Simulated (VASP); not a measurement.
# CeO2 (Fm-3m) in VASP: notebook

The runs below take CeO2 through single point, with PBE.

All numbers are computed with VASP 6.6.1; they aren't measurements. Logs are shortened: lines on timing, memory, paths and dates and some standing lists are left out, and cuts for length are marked.

### Step 1. The cell of the first run

Symmetry: Fm-3m, No. 225, cubic system. The conventional cell has a = 5.353 Å, b = 5.353 Å, c = 5.353 Å, α = 90.00°, β = 90.00°, γ = 90.00°. Ce (site symmetry m-3m) has 8 O at 2.32 Å within 3.1 Å. O (site symmetry -43m) has 4 Ce at 2.32 Å and 6 O at 2.68 Å within 3.1 Å.

### Step 2. Single point, PBE (12.78 Å³/atom)

File INCAR:

```
PREC = Accurate
ENCUT = 520
EDIFF = 1E-6
ISMEAR = 0
SIGMA = 0.01
LREAL = F
LASPH = T
NELM = 80
ALGO = Normal
ISIF = 2
LWAVE = F
LCHARG = F
GGA = PE
NBANDS = 19
```

File KPOINTS:

```
regular mesh
0
Gamma
  6 6 6
```

File POSCAR:

```
CeO2
1.0
    0.0000000000      2.6764189140      2.6764189140
    2.6764189140      0.0000000000      2.6764189140
    2.6764189140      2.6764189140      0.0000000000
Ce O
1 2
Direct
    0.0000000000      0.0000000000      0.0000000000
    0.2500000000      0.2500000000      0.2500000000
    0.7500000000      0.7500000000      0.7500000000
```

Potentials or basis: VASP PAW PBE potentials, release 64 (Ce, O).

The run is started by

```console
cat potpaw_PBE.64/Ce/POTCAR potpaw_PBE.64/O/POTCAR > POTCAR
mpirun -np 1 vasp_std > vasp.out
```

OUTCAR:

```text
PREC = Accurate
   ENCUT = 520
   EDIFF = 1E-6
   ISMEAR = 0
   LREAL = F
   LASPH = T
   NELM = 80
   ISIF = 2
   GGA = PE

 ion  position               nearest neighbor table
   1  0.000  0.000  0.000-   3 2.32   3 2.32   3 2.32   2 2.32   3 2.32   2 2.32   2 2.32   2 2.32

   2  0.250  0.250  0.250-   1 2.32   1 2.32   1 2.32   1 2.32
   3  0.750  0.750  0.750-   1 2.32   1 2.32   1 2.32   1 2.32

  LATTYP: Found a face centered cubic cell.
 ALAT       =     5.3528378280

  Lattice vectors:

 A1 = (   0.0000000000,   2.6764189140,   2.6764189140)
 A2 = (   2.6764189140,   0.0000000000,   2.6764189140)
 A3 = (   2.6764189140,   2.6764189140,   0.0000000000)

Analysis of symmetry for initial positions (statically):
=====================================================================
 Subroutine PRICEL returns:
 Original cell was already a primitive cell.

 Routine SETGRP: Setting up the symmetry group for a
 face centered cubic supercell.

 Subroutine GETGRP returns: Found 48 space group operations
 (whereof 48 operations were pure point group operations)
 out of a pool of 48 trial point group operations.

The static configuration has the point symmetry O_h .

Analysis of symmetry for dynamics (positions and initial velocities):
=====================================================================
 Subroutine PRICEL returns:
 Original cell was already a primitive cell.

 Routine SETGRP: Setting up the symmetry group for a
 face centered cubic supercell.

 Subroutine GETGRP returns: Found 48 space group operations
 (whereof 48 operations were pure point group operations)
 out of a pool of 48 trial point group operations.

The dynamic configuration has the point symmetry O_h .

 Subroutine INISYM returns: Found 48 space group operations
 (whereof 48 operations are pure point group operations),
 and found     1 'primitive' translations

----------------------------------------------------------------------------------------

                                     Primitive cell

  volume of cell :      38.3435

  direct lattice vectors                    reciprocal lattice vectors
     0.000000000  2.676418914  2.676418914    -0.186816794  0.186816794  0.186816794
     2.676418914  0.000000000  2.676418914     0.186816794 -0.186816794  0.186816794
     2.676418914  2.676418914  0.000000000     0.186816794  0.186816794 -0.186816794

[... 72 lines left out ...]
   LSORBIT =      F    spin-orbit coupling
   LASPH  =      T    aspherical Exc in radial PAW
   ENCUT  =  520.0 eV  38.22 Ry    6.18 a.u.   7.04  7.04  7.04*2*pi/ulx,y,z
   NELM   =     80;   NELMIN=  2; NELMDL= -5     # of ELM steps
   EDIFF  = 0.1E-05   stopping-criterion for ELM
   LREAL  =      F    real-space projection
   EDIFFG = 0.1E-04   stopping-criterion for IOM
   NSW    =      0    number of steps for IOM
   IBRION =     -1    ionic relax: 0-MD 1-quasi-New 2-CG
   NFREE  =      0    steps in history (QN), initial steepest desc. (CG)
   ISIF   =      2    stress and relaxation
   ISYM   =      2    0-nonsym 1-usesym 2-fastsym
   POTIM  = 0.5000    time-step for ionic-motion
   TEBEG  =    0.0;   TEEND  =   0.0 temperature during run
   PSTRESS=    0.0 pullay stress
   NELECT =      24.0000    total number of electrons
   NUPDOWN=      -1.0000    fix difference up-down
   EMIN   =  10.00;   EMAX   =-10.00  energy-range for DOS
   EFERMI =   0.00;   METHOD = LEGACY
   ISMEAR =     0;   SIGMA  =   0.01  broadening in eV -4-tet -1-fermi 0-gaus
   EFERMI_NEDOS =   21; number of points for ismear=-14 and -15
   IALGO  =     38    algorithm
   IMIX   =      4    mixing-type and parameters
     AMIX     =   0.40;   BMIX     =  1.00
     AMIX_MAG =   1.60;   BMIX_MAG =  1.00
  volume/ion in A,a.u.               =      12.78        86.25
  Fermi-wavevector in a.u.,A,eV,Ry     =   1.400386  2.646346 26.682134  1.961082
  Thomas-Fermi vector in A             =   2.523352
   LORBIT       =      0    0 simple, 1 ext, 2 COOP (PROOUT), +10 PAW based schemes
   GGA     = PE    functional components
   LHFCALC =     F    Hartree Fock is set to
   AEXX    =    0.0000 exact exchange contribution
   IVDW    =     0    specifies the selected vdW correction
   LEPSILON=     F    determine dielectric tensor
   LRPA    =     F    only Hartree local field effects (RPA)
 non-spin polarized calculation
 Gauss-broadening in eV      SIGMA  =   0.01
  energy-cutoff  :      520.00
  volume of cell :       38.34
 maximum number of plane-waves:      1056
   NGX = 15   NGY = 15   NGZ = 15

 number of electron      24.0000009 magnetization

 Free energy of the ion-electron system (eV)
  ---------------------------------------------------
  ext. energy  EPLUGINS =         0.00000000
  ---------------------------------------------------
  free energy    TOTEN  =       -26.13745780 eV

  energy without entropy =      -26.13745780  energy(sigma->0) =      -26.13745780

 E-fermi :   5.6581     XC(G=0): -11.5029

 val. band max:        5.5808885374   @ k =   0.5000   0.3333   0.1667
 cond. band min:       7.7455429501   @ k =   0.5000   0.0000   0.0000
 fundamental gap:      2.1646544127
 Fermi energy:         5.6580893604

 k-point     1 :       0.0000    0.0000    0.0000
  band No.  band energies     occupation
      1     -26.6757      2.00000
      2     -10.7123      2.00000
      3      -9.7775      2.00000
      4      -8.7792      2.00000
      5      -8.7792      2.00000
      6      -8.7792      2.00000
[... 329 lines left out ...]
      6      -6.1970      2.00000
[... 11 lines left out ...]
     18       8.3416      0.00000
     19       9.0366      0.00000

------------------------ aborting loop because EDIFF is reached ----------------------------------------

  FORCE on cell =-STRESS in cart. coord.  units (eV):
  Direction    XX          YY          ZZ          XY          YZ          ZX
  --------------------------------------------------------------------------------------
  -------------------------------------------------------------------------------------
  Total        2.9401263      2.9401263      2.9401263      0.0000000      0.0000000     -0.0000000
  in kB      122.8525879    122.8525879    122.8525879      0.0000000      0.0000000     -0.0000000
  external PRESSURE =     122.8525879 kB  Pullay stress =       0.0000000 kB

 VOLUME and BASIS-vectors are now :
 -----------------------------------------------------------------------------
  energy-cutoff  :      520.00
  volume of cell :       38.34
      direct lattice vectors                 reciprocal lattice vectors
     0.000000000  2.676418914  2.676418914    -0.186816794  0.186816794  0.186816794
     2.676418914  0.000000000  2.676418914     0.186816794 -0.186816794  0.186816794
     2.676418914  2.676418914  0.000000000     0.186816794  0.186816794 -0.186816794

 POSITION                                       TOTAL-FORCE (eV/Angst)
 -----------------------------------------------------------------------------------
      0.00000      0.00000      0.00000         0.000000      0.000000      0.000000
      1.33821      1.33821      1.33821        -0.000000      0.000000      0.000000
      4.01463      4.01463      4.01463         0.000000     -0.000000     -0.000000
 -----------------------------------------------------------------------------------
    total drift:                                0.000000      0.000000      0.000000

  FREE ENERGIE OF THE ION-ELECTRON SYSTEM (eV)
  ---------------------------------------------------
  free  energy   TOTEN  =       -26.1374577977 eV

  energy  without entropy=      -26.1374577977  energy(sigma->0) =      -26.13745780
```

Run time: 30 s. Hardware: 1 thread of Intel Xeon 8259CL, shared host; peak memory 0.17 GiB.

What came out:

| Item | Value |
| --- | --- |
| Free energy | -26.1375 eV |
| Pressure | 12.3 GPa |
| Band gap on the k mesh | 2.16 eV (least direct gap 2.25 eV) |

Levels at points of the mesh, in eV from the valence-band top:
```csv
k point,band 9,band 10,band 11,band 12,band 13,band 14,band 15,band 16
"(0.00, 0.00, 0.00)",-3.96,-0.56,-0.56,-0.56,2.52,2.52,2.52,2.80
"(0.50, 0.00, 0.00)",-1.18,-1.14,-0.71,-0.71,2.16,2.37,2.37,2.53
"(0.50, 0.50, 0.00)",-1.06,-0.76,-0.76,-0.58,2.21,2.32,2.32,2.51
```

Caveat: the cell stands under pressure; spin-orbit coupling is left out, which moves the levels of the heavy elements. Spin polarisation is off, so any magnetic state and its effect on volume and gap are missing.

[end of part 1 of 3]
